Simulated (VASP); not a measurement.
Wanted: the native input for a VASP 6.6.1 run.

| Item | Value |
| --- | --- |
| Task | single point |
| Functional | r2SCAN |
| Potentials or basis | VASP PAW PBE potentials, release 64 (Li_sv, Se) |
| Cutoff | 830 eV |
| k mesh | 8 × 8 × 8 |
| Occupations | gaussian, width 0.02 eV |
| Spin | no spin polarisation |
| Dipole correction | no |
| Further INCAR settings | ALGO = Normal; EDIFF = 1e-06; NBANDS = 13 |

Crystal: Li2Se.

```
Li Se
1.0
     0.00000    3.05212    3.05212
     3.05212    0.00000    3.05212
     3.05212    3.05212    0.00000
Li Se
2 1
Direct
  0.25000 0.25000 0.25000
  0.75000 0.75000 0.75000
  0.00000 0.00000 0.00000
```

These files were run (other wordings do the same):

POSCAR

```
Li2Se
1.0
    0.0000000000      3.0521182200      3.0521182200
    3.0521182200      0.0000000000      3.0521182200
    3.0521182200      3.0521182200      0.0000000000
Li Se
2 1
Direct
    0.2500000000      0.2500000000      0.2500000000
    0.7500000000      0.7500000000      0.7500000000
    0.0000000000      0.0000000000      0.0000000000
```

INCAR.step1

```
SYSTEM = Li2Se
PREC     = Accurate       ! precision mode
ENCUT    = 830            ! plane-wave cutoff, eV
ISMEAR   = 0              ! smearing method
SIGMA    = 0.02           ! smearing width, eV
LREAL    = .False.        ! projectors in reciprocal space
LASPH    = .True.         ! aspherical terms in the spheres
NELM     = 120            ! most SCF steps
NBANDS   = 13             ! bands
GGA      = PE             ! functional
ALGO     = Normal         ! electronic algorithm
EDIFF    = 1E-5           ! SCF threshold, eV
LWAVE    = .True.         ! write WAVECAR
LCHARG   = .False.        ! write CHGCAR
GGA_COMPAT= .False.
```

INCAR.step2

```
SYSTEM = Li2Se
PREC     = Accurate       ! precision mode
ENCUT    = 830            ! plane-wave cutoff, eV
EDIFF    = 1E-6           ! SCF threshold, eV
ISMEAR   = 0              ! smearing method
SIGMA    = 0.02           ! smearing width, eV
LREAL    = .False.        ! projectors in reciprocal space
LASPH    = .True.         ! aspherical terms in the spheres
NELM     = 120            ! most SCF steps
ALGO     = Normal         ! electronic algorithm
ISIF     = 2              ! what is computed and relaxed
LWAVE    = .False.        ! write WAVECAR
LCHARG   = .False.        ! write CHGCAR
METAGGA  = R2SCAN         ! meta-GGA
LMIXTAU  = .True.       
NBANDS   = 13             ! bands
ISTART   = 1            
GGA_COMPAT= .False.
```

KPOINTS

```
regular mesh
0
Gamma
  8 8 8
  0 0 0
```

Potentials or basis: VASP PAW PBE potentials, release 64 (Li_sv, Se).

Launch:

```console
$ cat potpaw_PBE.64/Li_sv/POTCAR potpaw_PBE.64/Se/POTCAR > POTCAR
$ cp INCAR.step1 INCAR
$ mpirun -np 1 vasp_std > vasp.out
$ cp INCAR.step2 INCAR
$ mpirun -np 1 vasp_std > vasp.out
```

It gave:

```json
{
  "Pressure": "-2.0 GPa",
  "Band gap on the k mesh": "3.49 eV (least direct gap 3.91 eV)"
}
```

Caveat: the PAW data sets were made with another functional, which shifts forces and pressure a little.

Wall time 5.9 min on 1 thread of Intel Xeon 8259CL, on a shared host, peak memory 0.3 GiB.
